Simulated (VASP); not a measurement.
The system is SnO2.

```xyz
6
Lattice="4.7880 0.0000 0.0000 0.0000 4.8666 0.0000 0.0000 0.0000 3.2409" Properties=species:S:1:pos:R:3 pbc="T T T"
Sn    2.3940    2.4333    1.6204
Sn    0.0000    0.0000    0.0000
O     1.3974    1.5624    0.0000
O     3.7914    0.8709    1.6204
O     0.9966    3.9957    1.6204
O     3.3906    3.3042    0.0000
```

```yaml
Program: VASP 6.6.1
Task: relaxation of cell and atoms
Functional: PBE
Potentials_or_basis: VASP PAW PBE potentials, release 64 (Sn_d, O)
Cutoff: 600 eV
k_mesh: 6 × 6 × 8
Occupations: gaussian, width 0.02 eV
Spin: no spin polarisation
```

At the start: pressure -0.1 GPa; volume 12.59 Å³/atom.

Where does the relaxation end?

Over 21 steps the energy falls by 2.1 meV/atom and the volume is 12.60 Å³/atom (+0.1 %); space group P4_2/mnm (No. 136, to 0.05 Å).

Step by step:
```csv
step,energy change (eV),largest force (eV/Å),pressure (GPa),volume (Å³)
1,0.0000,0.0662,-0.12,75.52
2,-0.0009,0.0622,0.15,75.41
3,-0.0018,0.0572,0.64,75.23
4,-0.0013,0.0520,1.64,74.86
5,-0.0020,0.0549,1.02,75.09
6,-0.0022,0.0545,0.99,75.10
7,-0.0028,0.0515,0.95,75.12
8,-0.0039,0.0471,0.89,75.15
9,-0.0059,0.0429,0.75,75.22
10,-0.0090,0.0465,0.45,75.37
11,-0.0114,0.0811,-0.19,75.65
12,-0.0122,0.0340,-0.01,75.60
13,-0.0124,0.0039,0.14,75.57
14,-0.0126,0.0033,-0.05,75.65
15,-0.0126,0.0037,-0.15,75.68
16,-0.0127,0.0073,-0.03,75.65
17,-0.0127,0.0095,0.00,75.64
18,-0.0127,0.0097,-0.01,75.63
19,-0.0127,0.0105,0.03,75.63
20,-0.0127,0.0101,-0.02,75.63
21,-0.0127,0.0030,0.03,75.62
```

Final structure:
```cif
data_structure
_symmetry_space_group_name_H-M 'P 1'
_symmetry_Int_Tables_number 1
_cell_length_a 4.8312
_cell_length_b 4.8279
_cell_length_c 3.2420
_cell_angle_alpha 90.000
_cell_angle_beta 90.000
_cell_angle_gamma 90.000
_cell_volume 75.62
loop_
_atom_site_label
_atom_site_type_symbol
_atom_site_fract_x
_atom_site_fract_y
_atom_site_fract_z
_atom_site_occupancy
Sn1 Sn 0.50000 0.50000 0.50000 1
Sn2 Sn 0.00000 0.00000 0.00000 1
O1 O 0.30694 0.30614 0.00000 1
O2 O 0.80694 0.19386 0.50000 1
O3 O 0.19306 0.80614 0.50000 1
O4 O 0.69306 0.69386 0.00000 1
```
